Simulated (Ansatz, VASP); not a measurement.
HfC in VASP and in Ansatz

The input INCAR:

```
PREC = Accurate
ENCUT = 600
EDIFF = 1E-6
ISMEAR = 0
SIGMA = 0.05
LREAL = F
LASPH = T
NELM = 120
ALGO = Normal
ISIF = 2
LWAVE = F
LCHARG = T
GGA = PE
LELF = T
LVHAR = T
NBANDS = 14
GGA_COMPAT = F
```

KPOINTS

```
Automatic mesh
0
Gamma
  8 8 8
```

The input POSCAR:

```
HfC
1.0
    0.0000000000      2.3250013489      2.3250013489
    2.3250013489      0.0000000000      2.3250013489
    2.3250013489      2.3250013489      0.0000000000
Hf C
1 1
Direct
    0.5000000000      0.5000000000      0.5000000000
    0.0000000000      0.0000000000      0.0000000000
```

Input for Ansatz:

```yaml
crystal:
  lattice:
    - [0.0, 2.3250013489, 2.3250013489]
    - [2.3250013489, 0.0, 2.3250013489]
    - [2.3250013489, 2.3250013489, 0.0]
  atoms:
    - { symbol: Hf, position: [0.5, 0.5, 0.5] }
    - { symbol: C, position: [0.0, 0.0, 0.0] }
basis:
  ecutwfc: 420
  ecutrho_ratio: 4
kpoints:
  mp_grid: { grid: [8, 8, 8] }
hamiltonian:
  xc: pbe
scf:
  occupations: { method: gaussian, width: 0.05 }
output:
  forces: true
  stress: true
  eigenvalues: true
```

Alike in both runs: task single point; functional PBE; k mesh 8 × 8 × 8; occupations gaussian, width 0.05 eV; no spin polarisation.

```csv
,VASP,Ansatz
version,VASP 6.6.1,Ansatz 0.2.0
potentials or method,"VASP PAW PBE potentials, release 64 (Hf_pv, C), cutoff 600 eV","scalar-relativistic, plane waves, PAW"
valence electrons in the cell,14,30
```

|  | VASP | Ansatz | Ansatz less VASP |
| --- | --- | --- | --- |
| gap on the k mesh at the Fermi level (eV) | none | none | - |
| pressure (GPa) | -0.5 | 0.3 | +0.75 |

A gap of «none» marks a metal or a gap that the smearing closes. VASP's potentials hold 14 valence electrons a cell and Ansatz's 30, so a difference there can come from the potentials and not from the codes.

Spin-orbit coupling is off throughout.
